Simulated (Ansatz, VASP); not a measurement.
# Tl in VASP and in Ansatz

The input INCAR:

```
  ALGO = Normal
  EDIFF = 1E-7
  EDIFFG = -0.005
  ENCUT = 600
  GGA = CA
  IBRION = 2
  ISIF = 3
  ISMEAR = -1
  LASPH = True
  LCHARG = False
  LREAL = False
  LWAVE = False
  NELM = 100
  NSW = 60
  PREC = Accurate
  SIGMA = 0.05
```

File KPOINTS:

```
k-points
0
Gamma
  13 13 13
```

POSCAR

```
Tl
1.0
    3.0881070506      0.0000000000      0.0000000000
    0.0000000000      3.0881070506      0.0000000000
    0.0000000000      0.0000000000      3.0881070506
Tl
1
Direct
    0.0000000000      0.0000000000      0.0000000000
```

Input for Ansatz:

```yaml
crystal:
  lattice:
    - [3.0881070506, 0.0, 0.0]
    - [0.0, 3.0881070506, 0.0]
    - [0.0, 0.0, 3.0881070506]
  atoms:
    - { symbol: Tl, position: [0.0, 0.0, 0.0] }
kpoints:
  mp_grid: { grid: [13, 13, 13] }
scf:
  occupations: { method: fermi_dirac, width: 0.05 }
hamiltonian:
  xc: lda
  pseudopotentials: { kind: paw }
output:
  forces: true
  stress: true
relax:
  f_tol: 0.005
  max_steps: 40
  cell: {}
```

Alike in both runs: task relaxation of cell and atoms; functional LDA; k mesh 13 × 13 × 13; occupations fermi-dirac, width 0.05 eV; no spin polarisation.

```csv
,VASP,Ansatz
version,VASP 6.6.1,Ansatz 0.2.0
potentials or method,"VASP PAW LDA potentials, release 64 (Tl_d)","PAW with Ansatz's default frozen-core files, scalar-relativistic"
plane-wave cutoff (eV),600,420
valence electrons in the cell,13,13
```

|  | VASP | Ansatz | Ansatz less VASP |
| --- | --- | --- | --- |
| relaxed volume (Å³/atom) | 29.58 | 29.45 | -0.128 |
| relaxed cell length with the largest relative difference (Å) | 3.093 | 3.088 | -0.0045 |

LDA's correlation is that of Perdew and Zunger in VASP and of Perdew and Wang (1992) in Ansatz.

Spin-orbit coupling is off throughout.
